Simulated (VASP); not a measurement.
Input of a VASP 6.6.1 run:

The input INCAR:

```
PREC = Accurate ; ENCUT = 520
EDIFF = 1E-7 ; ISMEAR = 0
SIGMA = 0.25 ; LREAL = False
LASPH = True ; NELM = 60
ALGO = Normal ; ISIF = 2
LWAVE = False ; LCHARG = False
GGA = CA ; NBANDS = 12
```

KPOINTS

```
Automatic mesh
0
Gamma
  12 12 12
```

The input POSCAR:

```
Cd
1.0
   -1.7843200000      1.7843200000      1.7843200000
    1.7843200000     -1.7843200000      1.7843200000
    1.7843200000      1.7843200000     -1.7843200000
Cd
1
Direct
    0.0000000000      0.0000000000      0.0000000000
```

Potentials or basis: VASP PAW LDA potentials, release 64 (Cd).

The run is started by

```bash
$ cat potpaw_LDA.64/Cd/POTCAR > POTCAR
$ mpirun -np 1 vasp_std > vasp.out
```

**Question.** Estimate the band gap on the k mesh.

**Answer.** Zero (band 6 reaches 5.71 eV, above the bottom of band 7 at 1.33 eV).

**Question.** Predict the pressure.

**Answer.** -4.7 GPa.
